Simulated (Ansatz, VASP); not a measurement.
## Te in VASP and in Ansatz

Contents of INCAR:

```
PREC = Accurate
ENCUT = 520
EDIFF = 1E-8
ISMEAR = -1
SIGMA = 0.05
LREAL = F
LASPH = T
NELM = 80
ALGO = Normal
ISIF = 2
LWAVE = F
LCHARG = F
GGA = PE
LEFG = T
NBANDS = 16
```

The input KPOINTS:

```
Automatic mesh
0
Gamma
  8 8 8
```

The input POSCAR:

```
Te
1.0
    4.2222440000     -2.3500295000      0.0093145000
    4.2459560000      2.3923705000      0.0330265000
   -0.1106632500      0.0191345000      3.9566977500
Te
3
Direct
    0.6760000000      0.6760000000      0.6750000000
    0.3240000000      0.3240000000      0.3250000000
    0.0000000000      0.0000000000      0.0000000000
```

Input for Ansatz:

```yaml
crystal:
  lattice:
    - [4.222244, -2.3500295, 0.0093145]
    - [4.245956, 2.3923705, 0.0330265]
    - [-0.11066325, 0.0191345, 3.95669775]
  atoms:
    - { symbol: Te, position: [0.676, 0.676, 0.675] }
    - { symbol: Te, position: [0.324, 0.324, 0.325] }
    - { symbol: Te, position: [0.0, 0.0, 0.0] }
kpoints:
  mp_grid: { grid: [8, 8, 8] }
scf:
  occupations: { method: fermi_dirac, width: 0.05 }
hamiltonian:
  xc: pbe
  pseudopotentials: { kind: all_electron, datasets: crystal }
output:
  forces: true
  stress: true
  eigenvalues: true
  efg: { contact_densities: true }
```

Change from the starting cell: equal xy, yz and zx shear strains of +1 %, crystal datasets.

Alike in both runs: task electric field gradients; functional PBE; k mesh 8 × 8 × 8; occupations fermi-dirac, width 0.05 eV; no spin polarisation.

|  | VASP | Ansatz |
| --- | --- | --- |
| version | VASP 6.6.1 | Ansatz 0.2.0 |
| potentials or method | VASP PAW PBE potentials, release 64 (Te), cutoff 520 eV | all-electron PAW with datasets made for the crystal, scalar-relativistic |

Ansatz gave:

| Property | Result |
| --- | --- |
| pressure (GPa) | 9.4 |
| traceless stress, the component that is largest in VASP (GPa) | 0.56 |
| rms of the force components (eV/Å) | 0.227 |
| size of Vzz on the site where it differs most (V/Å²) | 323.6 |

Task: Which values does VASP return?

Result: Pressure (GPa): 9.4; traceless stress, the component that is largest in VASP (GPa): 0.56; rms of the force components (eV/Å): 0.229; size of Vzz on the site where it differs most (V/Å²): 312.0.

Atom by atom the forces differ by 0.002 eV/Å (rms over components). Ansatz ran all-electron here, and VASP with PAW potentials.

Spin-orbit coupling is off throughout.
